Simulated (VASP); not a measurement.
# O (P1) in VASP: single point with PBEsol

Aim: the single point of O with PBEsol.

Everything below comes from runs of VASP 6.6.1. Logs are shortened: lines on timing, memory, paths and dates and some standing lists are left out, and cuts for length are marked.

### 1 The cell of the first run

The typed cell holds 8 atoms: a = 5.370 Å, b = 5.370 Å, c = 4.390 Å, α = 110.76°, β = 110.76°, γ = 70.79°.

### 2 Single point, PBEsol (atoms moved at random)

INCAR reads:

```
SYSTEM = O
ALGO = Normal
EDIFF = 1E-6
ENCUT = 520
GGA = PS
ISIF = 2
ISMEAR = -1
LASPH = .True.
LCHARG = .True.
LELF = .True.
LREAL = .False.
LVHAR = .True.
LWAVE = .False.
NBANDS = 34
NELM = 100
PREC = Accurate
SIGMA = 0.05
```

KPOINTS reads:

```
k-points
0
Gamma
  6 6 7
  0 0 0
```

POSCAR reads:

```
O
1.0
    4.3774280000     -3.1101070000      0.0000000000
    4.3774280000      3.1101070000      0.0000000000
   -1.9083120000      0.0000000000      3.9533450000
O
8
Direct
    0.8559460000      0.8596230000      0.1355130000
    0.1426560000      0.1533970000      0.8601590000
    0.7919980000      0.7973180000      0.8250250000
    0.2084170000      0.2067460000      0.1818190000
    0.7918890000      0.2717330000      0.1662700000
    0.7204180000      0.2157410000      0.8404250000
    0.2160780000      0.7246690000      0.8443140000
    0.2663110000      0.7882880000      0.1550720000
```

Potentials or basis: VASP PAW PBE potentials, release 64 (O).

Launch:

```bash
cat potpaw_PBE.64/O/POTCAR > POTCAR
mpirun -np 1 vasp_std > vasp.out
```

OUTCAR:

```text
SYSTEM = O
   EDIFF = 1E-6
   ENCUT = 520
   GGA = PS
   ISIF = 2
   ISMEAR = -1
   LASPH = .True.
   LREAL = .False.
   NELM = 100
   PREC = Accurate

 ion  position               nearest neighbor table
   1  0.856  0.860  0.136-   3 1.23
   2  0.143  0.153  0.860-   4 1.28
   3  0.792  0.797  0.825-   1 1.23
   4  0.208  0.207  0.182-   2 1.28
   5  0.792  0.272  0.166-   6 1.29
   6  0.720  0.216  0.840-   5 1.29
   7  0.216  0.725  0.844-   8 1.23
   8  0.266  0.788  0.155-   7 1.23

  LATTYP: Found a base centered monoclinic cell.
 ALAT       =     8.7548560000
 B/A-ratio  =     0.7104872998
 C/A-ratio  =     0.5014163764
 COS(beta)  =    -0.4347122314

  Lattice vectors:

 A1 = (   4.3774280000,  -3.1101070000,   0.0000000000)
 A2 = (   4.3774280000,   3.1101070000,   0.0000000000)
 A3 = (  -1.9083120000,   0.0000000000,   3.9533450000)

Analysis of symmetry for initial positions (statically):
=====================================================================
 Subroutine PRICEL returns:
 Original cell was already a primitive cell.

 Routine SETGRP: Setting up the symmetry group for a
 base centered monoclinic supercell.

 Subroutine GETGRP returns: Found  1 space group operations
 (whereof  1 operations were pure point group operations)
 out of a pool of  4 trial point group operations.

The static configuration has the point symmetry C_1 .

Analysis of symmetry for dynamics (positions and initial velocities):
=====================================================================
 Subroutine PRICEL returns:
 Original cell was already a primitive cell.

 Routine SETGRP: Setting up the symmetry group for a
 base centered monoclinic supercell.

 Subroutine GETGRP returns: Found  1 space group operations
 (whereof  1 operations were pure point group operations)
 out of a pool of  4 trial point group operations.

The dynamic configuration has the point symmetry C_1 .

 Subroutine INISYM returns: Found  1 space group operations
 (whereof  1 operations are pure point group operations),
 and found     1 'primitive' translations

----------------------------------------------------------------------------------------

                                     Primitive cell

  volume of cell :     107.6438

  direct lattice vectors                    reciprocal lattice vectors
     4.377428000 -3.110107000  0.000000000     0.114222324 -0.160766173  0.055136051
     4.377428000  3.110107000  0.000000000     0.114222324  0.160766173  0.055136051
    -1.908312000  0.000000000  3.953345000     0.000000000  0.000000000  0.252950350

  length of vectors
     5.369789702  5.369789702  4.389828172     0.204774231  0.204774231  0.252950350

  position of ions in fractional coordinates (direct lattice)
     0.855946000  0.859623000  0.135513000
     0.142656000  0.153397000  0.860159000
     0.791998000  0.797318000  0.825025000
     0.208417000  0.206746000  0.181819000
     0.791889000  0.271733000  0.166270000
     0.720418000  0.215741000  0.840425000
     0.216078000  0.724669000  0.844314000
     0.266311000  0.788288000  0.155072000

  ion indices of the primitive-cell ions
   primitive index   ion index
                 1           1
                 2           2
                 3           3
                 4           4
                 5           5
                 6           6
                 7           7
                 8           8

----------------------------------------------------------------------------------------

 KPOINTS: k-points

Automatic generation of k-mesh.
 Grid dimensions read from file:
 generate k-points for:    6    6    7

 Generating k-lattice:

  Cartesian coordinates                     Fractional coordinates (reciprocal lattice)
     0.019037054 -0.026794362  0.009189342     0.166666667 -0.000000000 -0.000000000
     0.019037054  0.026794362  0.009189342    -0.000000000  0.166666667 -0.000000000
     0.000000000  0.000000000  0.036135764     0.000000000  0.000000000  0.142857143

  Length of vectors
     0.034129039  0.034129039  0.036135764

  Shift w.r.t. Gamma in fractional coordinates (k-lattice)
     0.000000000  0.000000000  0.000000000

 Subroutine IBZKPT returns following result:
 ===========================================

 Found    128 irreducible k-points:

 Following reciprocal coordinates:
            Coordinates               Weight
  0.000000  0.000000  0.000000      1.000000
  0.166667  0.000000  0.000000      2.000000
  0.000000 -0.166667  0.000000      2.000000
  0.333333  0.000000  0.000000      2.000000
  0.000000 -0.333333 -0.000000      2.000000
  0.500000  0.000000  0.000000      1.000000
[... 16 lines left out ...]
  0.000000 -0.166667 -0.142857      2.000000
  0.333333  0.000000  0.142857      2.000000
 [... further k-points ...]
   k-points           NKPTS =    128   k-points in BZ     NKDIM =    128   number of bands    NBANDS=     34
   number of dos      NEDOS =    301   number of ions     NIONS =      8
   total plane-waves  NPLWV =  57600
   dimension x,y,z NGX =    40 NGY =   40 NGZ =   36
   dimension x,y,z NGXF=    80 NGYF=   80 NGZF=   72
   ions per type =               8
   NGX,Y,Z   is equivalent  to a cutoff of  12.38, 12.38, 13.63 a.u.
   NGXF,Y,Z  is equivalent  to a cutoff of  24.77, 24.77, 27.27 a.u.
 SYSTEM =  O
   PREC   = accura    normal or accurate (medium, high low for compatibility)
   ISTART =      0    job   : 0-new  1-cont  2-samecut
   ICHARG =      2    charge: 1-file 2-atom 10-const
   ISPIN  =      1    spin polarized calculation?
   LNONCOLLINEAR =      F non collinear calculations
   LSORBIT =      F    spin-orbit coupling
   LASPH  =      T    aspherical Exc in radial PAW
   ENCUT  =  520.0 eV  38.22 Ry    6.18 a.u.   9.98  9.98  8.16*2*pi/ulx,y,z
   NELM   =    100;   NELMIN=  2; NELMDL= -5     # of ELM steps
   EDIFF  = 0.1E-05   stopping-criterion for ELM
   LREAL  =      F    real-space projection
   EDIFFG = 0.1E-04   stopping-criterion for IOM
   NSW    =      0    number of steps for IOM
   IBRION =     -1    ionic relax: 0-MD 1-quasi-New 2-CG
   NFREE  =      0    steps in history (QN), initial steepest desc. (CG)
   ISIF   =      2    stress and relaxation
   ISYM   =      2    0-nonsym 1-usesym 2-fastsym
   POTIM  = 0.5000    time-step for ionic-motion
   TEBEG  =    0.0;   TEEND  =   0.0 temperature during run
   PSTRESS=    0.0 pullay stress
   NELECT =      48.0000    total number of electrons
   NUPDOWN=      -1.0000    fix difference up-down
   EMIN   =  10.00;   EMAX   =-10.00  energy-range for DOS
   EFERMI =   0.00;   METHOD = LEGACY
   ISMEAR =    -1;   SIGMA  =   0.05  broadening in eV -4-tet -1-fermi 0-gaus
   EFERMI_NEDOS =   21; number of points for ismear=-14 and -15
   IALGO  =     38    algorithm
   IMIX   =      4    mixing-type and parameters
     AMIX     =   0.40;   BMIX     =  1.00
     AMIX_MAG =   1.60;   BMIX_MAG =  1.00
  volume/ion in A,a.u.               =      13.46        90.80
  Fermi-wavevector in a.u.,A,eV,Ry     =   1.250717  2.363512 21.283483  1.564292
  Thomas-Fermi vector in A             =   2.384698
   LORBIT       =      0    0 simple, 1 ext, 2 COOP (PROOUT), +10 PAW based schemes
   GGA     = PS    functional components
   LHFCALC =     F    Hartree Fock is set to
   AEXX    =    0.0000 exact exchange contribution
   IVDW    =     0    specifies the selected vdW correction
   LEPSILON=     F    determine dielectric tensor
   LRPA    =     F    only Hartree local field effects (RPA)
 non-spin polarized calculation
  energy-cutoff  :      520.00
  volume of cell :      107.64
 maximum number of plane-waves:      2926
   NGX = 19   NGY = 19   NGZ = 17

 number of electron      48.0000008 magnetization

 Free energy of the ion-electron system (eV)
  ---------------------------------------------------
  ext. energy  EPLUGINS =         0.00000000
  ---------------------------------------------------
  free energy    TOTEN  =       -41.70467263 eV

  energy without entropy =      -41.70467233  energy(sigma->0) =      -41.70467248

 E-fermi :  -0.8131     XC(G=0):  -8.5126

 val. band max:       -1.5205215731   @ k =   0.5000   0.5000   0.4286
 cond. band min:      -0.1194693826   @ k =   0.0000   0.5000  -0.4286
 fundamental gap:      1.4010521905
 Fermi energy:        -0.8131400951

 k-point     1 :       0.0000    0.0000    0.0000
  band No.  band energies     occupation
      1     -27.7351      2.00000
      2     -26.8258      2.00000
      3     -26.1120      2.00000
      4     -25.2022      2.00000
      5     -15.7638      2.00000
      6     -14.7427      2.00000
[... 26 lines left out ...]
     33       8.7633      0.00000
     34      11.0015      0.00000

 k-point     2 :       0.1667    0.0000    0.0000
  band No.  band energies     occupation
      1     -27.7268      2.00000
      2     -26.8357      2.00000
      3     -26.1087      2.00000
      4     -25.2070      2.00000
      5     -15.7613      2.00000
      6     -14.7505      2.00000
[... 26 lines left out ...]
     33       8.8596      0.00000
     34      10.3838      0.00000

 k-point     3 :       0.0000   -0.1667    0.0000
  band No.  band energies     occupation
      1     -27.7293      2.00000
      2     -26.8253      2.00000
      3     -26.1208      2.00000
      4     -25.2029      2.00000
      5     -15.7612      2.00000
      6     -14.7509      2.00000
[... 26 lines left out ...]
     33       8.8122      0.00000
     34      10.3750      0.00000

 k-point     4 :       0.3333    0.0000    0.0000
  band No.  band energies     occupation
      1     -27.7100      2.00000
      2     -26.8560      2.00000
      3     -26.1022      2.00000
      4     -25.2165      2.00000
      5     -15.7563      2.00000
      6     -14.7678      2.00000
[... 26 lines left out ...]
     33       8.9860      0.00000
     34       9.6840      0.00000

 k-point     5 :       0.0000   -0.3333   -0.0000
  band No.  band energies     occupation
      1     -27.7176      2.00000
      2     -26.8242      2.00000
      3     -26.1388      2.00000
      4     -25.2040      2.00000
      5     -15.7560      2.00000
      6     -14.7691      2.00000
[... 621 lines left out ...]
 k-point    22 :       0.1667    0.0000    0.1429
  band No.  band energies     occupation
      1     -27.7222      2.00000
      2     -26.8366      2.00000
      3     -26.1058      2.00000
      4     -25.2089      2.00000
      5     -15.8556      2.00000
      6     -14.7601      2.00000
[... 26 lines left out ...]
     33       8.9112      0.00000
     34       9.9263      0.00000

 k-point    23 :       0.0000   -0.1667   -0.1429
  band No.  band energies     occupation
      1     -27.7249      2.00000
      2     -26.8247      2.00000
      3     -26.1197      2.00000
      4     -25.2041      2.00000
      5     -15.8551      2.00000
      6     -14.7606      2.00000
[... 26 lines left out ...]
     33       8.8125      0.00000
     34       9.9319      0.00000

 k-point    24 :       0.3333    0.0000    0.1429
  band No.  band energies     occupation
      1     -27.7058      2.00000
      2     -26.8561      2.00000
      3     -26.0999      2.00000
      4     -25.2176      2.00000
      5     -15.8412      2.00000
      6     -14.7749      2.00000
[... 26 lines left out ...]
     33       9.0342      0.00000
     34       9.3834      0.00000

 [... further k-points ...]
[... 5 lines left out ...]
  --------------------------------------------------------------------------------------
  -------------------------------------------------------------------------------------
  Total       -0.8733174     -0.9350960     -9.7559254     -0.0533788      0.4500783      0.7964942
  in kB      -12.9985124    -13.9180289   -145.2078176     -0.7944930      6.6989935     11.8550710
  external PRESSURE =     -57.3747863 kB  Pullay stress =       0.0000000 kB

 VOLUME and BASIS-vectors are now :
 -----------------------------------------------------------------------------
  energy-cutoff  :      520.00
  volume of cell :      107.64
      direct lattice vectors                 reciprocal lattice vectors
     4.377428000 -3.110107000  0.000000000     0.114222324 -0.160766173  0.055136051
     4.377428000  3.110107000  0.000000000     0.114222324  0.160766173  0.055136051
    -1.908312000  0.000000000  3.953345000     0.000000000  0.000000000  0.252950350

 POSITION                                       TOTAL-FORCE (eV/Angst)
 -----------------------------------------------------------------------------------
      7.25118      0.01144      0.53573         0.061048     -0.105411     -0.609515
     -0.34550      0.03341      3.40051        -0.460411     -0.353402      2.910651
      5.38271      0.01655      3.26161         0.036838      0.040370      0.451536
      1.47038     -0.00520      0.71879         0.019192      0.274109     -2.920495
      4.33863     -1.61774      0.65732         0.184847      0.167955     -3.461466
      2.49418     -1.56960      3.32249        -0.028574     -0.394506      3.608975
      2.50684      1.58177      3.33786        -0.217329      0.358889      0.768687
      4.32051      1.62340      0.61305         0.404389      0.011996     -0.748374
 -----------------------------------------------------------------------------------
    total drift:                                0.000577     -0.001167      0.000620

  FREE ENERGIE OF THE ION-ELECTRON SYSTEM (eV)
  ---------------------------------------------------
  free  energy   TOTEN  =       -41.7046726340 eV

  energy  without entropy=      -41.7046723301  energy(sigma->0) =      -41.70467248
```

It took 7.6 min on 1 thread of AMD EPYC 7R43 (Zen 3), shared host; peak memory 0.38 GiB.

What came out:

* Free energy: -41.7047 eV
* Pressure: -5.7 GPa
* Largest force: 3.631 eV/Å
* Band gap on the k mesh: 1.40 eV (least direct gap 1.44 eV)

Forces on the atoms (eV/Å):
```
O    0.061 -0.105 -0.610
O   -0.460 -0.353  2.911
O    0.037  0.040  0.452
O    0.019  0.274 -2.920
O    0.185  0.168 -3.461
O   -0.029 -0.395  3.609
O   -0.217  0.359  0.769
O    0.404  0.012 -0.748
```

Caveat: the cell differs from its parent crystal (atoms moved at random); the standard files for N, O and F lose accuracy on very short bonds; spin is off for a triplet molecule; the cell stands under tension; this functional lacks dispersion, which holds the molecules together, so the pressure and a relaxed volume are unreliable; the PAW data sets were made with another functional, which shifts forces and pressure a little; an odd mesh through Γ misses points on the zone boundary, where band edges can lie.
